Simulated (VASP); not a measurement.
# AlN (wurtzite type) (P6_3mc) in VASP: a series of runs

Runs on AlN (wurtzite type). Level: PBE. Tasks: single point, relaxation of cell and atoms.

Program: VASP 6.6.1. These are calculated values, not measurements. Logs are shortened: lines on timing, memory, paths and dates and some standing lists are left out, and cuts for length are marked.

## Step 1: The cell of the first run

Symmetry: P6_3mc, No. 186, hexagonal system. The conventional cell has a = 3.130 Å, b = 3.130 Å, c = 5.018 Å, α = 90.00°, β = 90.00°, γ = 120.00°. Within 2.5 Å of Al (site symmetry 3m) lie 4 N at 1.90 to 1.91 Å. Within 2.5 Å of N (site symmetry 3m) lie 4 Al at 1.90 to 1.91 Å.

## Step 2: Single point, PBE

Contents of INCAR:

```
SYSTEM = AlN
PREC = Accurate ; ENCUT = 520
EDIFF = 1E-6 ; ISMEAR = -1
SIGMA = 0.02 ; LREAL = .False.
LASPH = .True. ; NELM = 80
ALGO = Normal ; ISIF = 2
LWAVE = .False. ; LCHARG = .False.
GGA = PE ; NBANDS = 16
```

Contents of KPOINTS:

```
regular mesh
0
Gamma
  12 12 7
  0 0 0
```

Contents of POSCAR:

```
AlN
1.0
    3.1301578475      0.0000000000      0.0000000000
   -1.5650789238      2.7107962138      0.0000000000
    0.0000000000      0.0000000000      5.0181095988
Al N
2 2
Direct
    0.3333333333      0.6666666667     -0.0027596939
    0.6666666667      0.3333333333      0.4972403061
    0.3333333333      0.6666666667      0.3787596939
    0.6666666667      0.3333333333      0.8787596939
```

Potentials or basis: VASP PAW PBE potentials, release 64 (Al, N).

Started as:

```bash
cat potpaw_PBE.64/Al/POTCAR potpaw_PBE.64/N/POTCAR > POTCAR
mpirun -np 1 vasp_std > vasp.out
```

OUTCAR:

```text
SYSTEM = AlN
   PREC = Accurate
   ENCUT = 520
   EDIFF = 1E-6
   ISMEAR = -1
   LREAL = .False.
   LASPH = .True.
   NELM = 80
   ISIF = 2
   GGA = PE

 ion  position               nearest neighbor table
   1  0.333  0.667  0.997-   4 1.90   4 1.90   4 1.90   3 1.91   2 3.09   2 3.09   2 3.09   2 3.09
                             2 3.09   2 3.09
   2  0.667  0.333  0.497-   3 1.90   3 1.90   3 1.90   4 1.91   1 3.09   1 3.09   1 3.09   1 3.09
                             1 3.09   1 3.09
   3  0.333  0.667  0.379-   2 1.90   2 1.90   2 1.90   1 1.91
   4  0.667  0.333  0.879-   1 1.90   1 1.90   1 1.90   2 1.91

  LATTYP: Found a hexagonal cell.
 ALAT       =     3.1301578475
 C/A-ratio  =     1.6031490561

  Lattice vectors:

 A1 = (   3.1301578475,   0.0000000000,   0.0000000000)
 A2 = (  -1.5650789238,   2.7107962138,   0.0000000000)
 A3 = (   0.0000000000,   0.0000000000,   5.0181095988)

Analysis of symmetry for initial positions (statically):
=====================================================================
 Subroutine PRICEL returns:
 Original cell was already a primitive cell.

 Routine SETGRP: Setting up the symmetry group for a
 hexagonal supercell.

 Subroutine GETGRP returns: Found 12 space group operations
 (whereof  6 operations were pure point group operations)
 out of a pool of 24 trial point group operations.

The static configuration has the point symmetry C_3v.
 The point group associated with its full space group is C_6v.

Analysis of symmetry for dynamics (positions and initial velocities):
=====================================================================
 Subroutine PRICEL returns:
 Original cell was already a primitive cell.

 Routine SETGRP: Setting up the symmetry group for a
 hexagonal supercell.

 Subroutine GETGRP returns: Found 12 space group operations
 (whereof  6 operations were pure point group operations)
 out of a pool of 24 trial point group operations.

The dynamic configuration has the point symmetry C_3v.
 The point group associated with its full space group is C_6v.

 Subroutine INISYM returns: Found 12 space group operations
 (whereof  6 operations are pure point group operations),
 and found     1 'primitive' translations

----------------------------------------------------------------------------------------

                                     Primitive cell

  volume of cell :      42.5798

  direct lattice vectors                    reciprocal lattice vectors
     3.130157848  0.000000000  0.000000000     0.319472707  0.184447653  0.000000000
    -1.565078924  2.710796214  0.000000000     0.000000000  0.368895306  0.000000000
     0.000000000  0.000000000  5.018109599     0.000000000  0.000000000  0.199278230

  length of vectors
     3.130157848  3.130157848  5.018109599     0.368895306  0.368895306  0.199278230

  position of ions in fractional coordinates (direct lattice)
     0.333333333  0.666666667  0.997240306
     0.666666667  0.333333333  0.497240306
     0.333333333  0.666666667  0.378759694
     0.666666667  0.333333333  0.878759694

  ion indices of the primitive-cell ions
   primitive index   ion index
                 1           1
                 2           2
                 3           3
                 4           4

----------------------------------------------------------------------------------------

 KPOINTS: regular mesh

Automatic generation of k-mesh.
 Grid dimensions read from file:
 generate k-points for:   12   12    7

 Generating k-lattice:

  Cartesian coordinates                     Fractional coordinates (reciprocal lattice)
     0.026622726  0.015370638  0.000000000     0.083333333 -0.000000000  0.000000000
     0.000000000  0.030741276  0.000000000     0.000000000  0.083333333  0.000000000
     0.000000000  0.000000000  0.028468319     0.000000000  0.000000000  0.142857143

  Length of vectors
     0.030741276  0.030741276  0.028468319

  Shift w.r.t. Gamma in fractional coordinates (k-lattice)
     0.000000000  0.000000000  0.000000000

 Subroutine IBZKPT returns following result:
 ===========================================

 Found     76 irreducible k-points:

 Following reciprocal coordinates:
            Coordinates               Weight
  0.000000  0.000000  0.000000      1.000000
  0.083333  0.000000  0.000000      6.000000
  0.166667  0.000000  0.000000      6.000000
  0.250000  0.000000  0.000000      6.000000
  0.333333  0.000000  0.000000      6.000000
  0.416667  0.000000  0.000000      6.000000
[... 16 lines left out ...]
  0.250000  0.000000  0.142857     12.000000
  0.333333  0.000000  0.142857     12.000000
 [... further k-points ...]
   k-points           NKPTS =     76   k-points in BZ     NKDIM =     76   number of bands    NBANDS=     16
   number of dos      NEDOS =    301   number of ions     NIONS =      4
   total plane-waves  NPLWV =  23040
   dimension x,y,z NGX =    24 NGY =   24 NGZ =   40
   dimension x,y,z NGXF=    48 NGYF=   48 NGZF=   80
   ions per type =               2   2
   NGX,Y,Z   is equivalent  to a cutoff of  12.75, 12.75, 13.25 a.u.
   NGXF,Y,Z  is equivalent  to a cutoff of  25.49, 25.49, 26.50 a.u.
 SYSTEM =  AlN
   PREC   = accura    normal or accurate (medium, high low for compatibility)
   ISTART =      0    job   : 0-new  1-cont  2-samecut
   ICHARG =      2    charge: 1-file 2-atom 10-const
   ISPIN  =      1    spin polarized calculation?
   LNONCOLLINEAR =      F non collinear calculations
   LSORBIT =      F    spin-orbit coupling
   LASPH  =      T    aspherical Exc in radial PAW
   ENCUT  =  520.0 eV  38.22 Ry    6.18 a.u.   5.82  5.82  9.33*2*pi/ulx,y,z
   NELM   =     80;   NELMIN=  2; NELMDL= -5     # of ELM steps
   EDIFF  = 0.1E-05   stopping-criterion for ELM
   LREAL  =      F    real-space projection
   EDIFFG = 0.1E-04   stopping-criterion for IOM
   NSW    =      0    number of steps for IOM
   IBRION =     -1    ionic relax: 0-MD 1-quasi-New 2-CG
   NFREE  =      0    steps in history (QN), initial steepest desc. (CG)
   ISIF   =      2    stress and relaxation
   ISYM   =      2    0-nonsym 1-usesym 2-fastsym
   POTIM  = 0.5000    time-step for ionic-motion
   TEBEG  =    0.0;   TEEND  =   0.0 temperature during run
   PSTRESS=    0.0 pullay stress
   NELECT =      16.0000    total number of electrons
   NUPDOWN=      -1.0000    fix difference up-down
   EMIN   =  10.00;   EMAX   =-10.00  energy-range for DOS
   EFERMI =   0.00;   METHOD = LEGACY
   ISMEAR =    -1;   SIGMA  =   0.02  broadening in eV -4-tet -1-fermi 0-gaus
   EFERMI_NEDOS =   21; number of points for ismear=-14 and -15
   IALGO  =     38    algorithm
   IMIX   =      4    mixing-type and parameters
     AMIX     =   0.40;   BMIX     =  1.00
     AMIX_MAG =   1.60;   BMIX_MAG =  1.00
  volume/ion in A,a.u.               =      10.64        71.84
  Fermi-wavevector in a.u.,A,eV,Ry     =   1.181355  2.232437 18.988284  1.395600
  Thomas-Fermi vector in A             =   2.317630
   LORBIT       =      0    0 simple, 1 ext, 2 COOP (PROOUT), +10 PAW based schemes
   GGA     = PE    functional components
   LHFCALC =     F    Hartree Fock is set to
   AEXX    =    0.0000 exact exchange contribution
   IVDW    =     0    specifies the selected vdW correction
   LEPSILON=     F    determine dielectric tensor
   LRPA    =     F    only Hartree local field effects (RPA)
 non-spin polarized calculation
  energy-cutoff  :      520.00
  volume of cell :       42.58
 maximum number of plane-waves:      1164
 NGX is ok and might be reduce to    24
   NGX = 11   NGY = 11   NGZ = 19

 number of electron      15.9999999 magnetization

 Free energy of the ion-electron system (eV)
  ---------------------------------------------------
  ext. energy  EPLUGINS =         0.00000000
  ---------------------------------------------------
  free energy    TOTEN  =       -29.78050638 eV

  energy without entropy =      -29.78050638  energy(sigma->0) =      -29.78050638

 E-fermi :   6.3204     XC(G=0): -10.8270

 val. band max:        5.9639507770   @ k =   0.0000   0.0000   0.0000
 cond. band min:      10.0078241334   @ k =   0.0000   0.0000   0.0000
 fundamental gap:      4.0438733564
 Fermi energy:         6.3203682504

 k-point     1 :       0.0000    0.0000    0.0000
  band No.  band energies     occupation
      1      -9.1031      2.00000
      2      -7.0205      2.00000
      3       0.0587      2.00000
      4       5.1194      2.00000
      5       5.1194      2.00000
      6       5.7618      2.00000
[... 8 lines left out ...]
     15      18.9303      0.00000
     16      18.9303      0.00000

 k-point     2 :       0.0833    0.0000    0.0000
  band No.  band energies     occupation
      1      -9.0165      2.00000
      2      -6.9715      2.00000
      3       0.1625      2.00000
      4       4.7108      2.00000
      5       5.0047      2.00000
      6       5.3466      2.00000
[... 8 lines left out ...]
     15      18.9478      0.00000
     16      19.0080      0.00000

 k-point     3 :       0.1667    0.0000    0.0000
  band No.  band energies     occupation
      1      -8.7642      2.00000
      2      -6.8374      2.00000
      3       0.4686      2.00000
      4       3.7159      2.00000
      5       4.4749      2.00000
      6       4.7345      2.00000
[... 8 lines left out ...]
     15      18.1903      0.00000
     16      18.6486      0.00000

 k-point     4 :       0.2500    0.0000    0.0000
  band No.  band energies     occupation
      1      -8.3717      2.00000
      2      -6.6600      2.00000
      3       0.9583      2.00000
      4       2.5581      2.00000
      5       3.5218      2.00000
      6       4.4236      2.00000
[... 8 lines left out ...]
     15      17.8730      0.00000
     16      19.1096      0.00000
[... 324 lines left out ...]
 k-point    22 :       0.1667    0.0000    0.1429
  band No.  band energies     occupation
      1      -8.6914      2.00000
      2      -6.9695      2.00000
      3       0.6855      2.00000
      4       3.7677      2.00000
      5       4.3006      2.00000
      6       4.7760      2.00000
[... 8 lines left out ...]
     15      18.2949      0.00000
     16      18.7463      0.00000

 k-point    23 :       0.2500    0.0000    0.1429
  band No.  band energies     occupation
      1      -8.3042      2.00000
      2      -6.7703      2.00000
      3       1.0621      2.00000
      4       2.6828      2.00000
      5       3.3841      2.00000
      6       4.4717      2.00000
[... 8 lines left out ...]
     15      18.1168      0.00000
     16      19.1575      0.00000

 k-point    24 :       0.3333    0.0000    0.1429
  band No.  band energies     occupation
      1      -7.8325      2.00000
      2      -6.5922      2.00000
      3       1.1651      2.00000
      4       2.0443      2.00000
      5       2.6341      2.00000
      6       4.2058      2.00000
[... 8 lines left out ...]
     15      18.1667      0.00000
     16      20.1115      0.00000

 [... further k-points ...]

------------------------ aborting loop because EDIFF is reached ----------------------------------------

  FORCE on cell =-STRESS in cart. coord.  units (eV):
  Direction    XX          YY          ZZ          XY          YZ          ZX
  --------------------------------------------------------------------------------------
  -------------------------------------------------------------------------------------
  Total       -0.0710020     -0.0710020     -0.0557492      0.0000000      0.0000000      0.0000000
  in kB       -2.6716400     -2.6716400     -2.0977136      0.0000000      0.0000000      0.0000000
  external PRESSURE =      -2.4803312 kB  Pullay stress =       0.0000000 kB

 VOLUME and BASIS-vectors are now :
 -----------------------------------------------------------------------------
  energy-cutoff  :      520.00
  volume of cell :       42.58
      direct lattice vectors                 reciprocal lattice vectors
     3.130157848  0.000000000  0.000000000     0.319472707  0.184447653  0.000000000
    -1.565078924  2.710796214  0.000000000     0.000000000  0.368895306  0.000000000
     0.000000000  0.000000000  5.018109599     0.000000000  0.000000000  0.199278230

 POSITION                                       TOTAL-FORCE (eV/Angst)
 -----------------------------------------------------------------------------------
     -0.00000      1.80720      5.00426        -0.000000      0.000000     -0.000113
      1.56508      0.90360      2.49521         0.000000      0.000000     -0.000113
     -0.00000      1.80720      1.90066         0.000000     -0.000000      0.000113
      1.56508      0.90360      4.40971        -0.000000      0.000000      0.000113
 -----------------------------------------------------------------------------------
    total drift:                               -0.000000     -0.000000      0.000529

  FREE ENERGIE OF THE ION-ELECTRON SYSTEM (eV)
  ---------------------------------------------------
  free  energy   TOTEN  =       -29.7805063840 eV

  energy  without entropy=      -29.7805063840  energy(sigma->0) =      -29.78050638
```

Wall time 20 s (1 thread of Intel Xeon 6975P-C (Granite Rapids), shared host); peak memory 0.17 GiB.

What came out:

| Item | Value |
| --- | --- |
| Free energy | -29.7805 eV |
| Pressure | -0.2 GPa |
| Band gap on the k mesh | 4.04 eV |

Caveat: an odd mesh through Γ misses points on the zone boundary, where band edges can lie.

(Part 1 of 2 ends here.)
